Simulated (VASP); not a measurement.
A run of VASP 6.6.1:

Contents of INCAR:

```
ALGO = Normal ; EDIFF = 1E-7
ENCUT = 520 ; GGA = PS
ISIF = 2 ; ISMEAR = -1
LASPH = True ; LCHARG = True
LELF = True ; LREAL = False
LVHAR = True ; LWAVE = False
NBANDS = 15 ; NELM = 60
PREC = Accurate ; SIGMA = 0.05
```

KPOINTS

```
k-points
0
Gamma
  7 7 7
```

File POSCAR:

```
KBr
1.0
    0.0000000000      3.3434260326      3.3434260326
    3.3434260326      0.0000000000      3.3434260326
    3.3434260326      3.3434260326      0.0000000000
Br K
1 1
Direct
    0.5000000000      0.5000000000      0.5000000000
    0.0000000000      0.0000000000      0.0000000000
```

Potentials or basis: VASP PAW PBE potentials, release 64 (Br, K_sv).

Run with:

```console
$ cat potpaw_PBE.64/Br/POTCAR potpaw_PBE.64/K_sv/POTCAR > POTCAR
$ mpirun -np 1 vasp_std > vasp.out
```

Hardware: 1 thread of AMD EPYC 7R13, with other jobs on the host.

Estimate the wall time of this run.

Run time: 72 s on 1 thread of AMD EPYC 7R13, on a shared host, peak memory 0.18 GiB. Counts: scf iterations 14, k points 20.
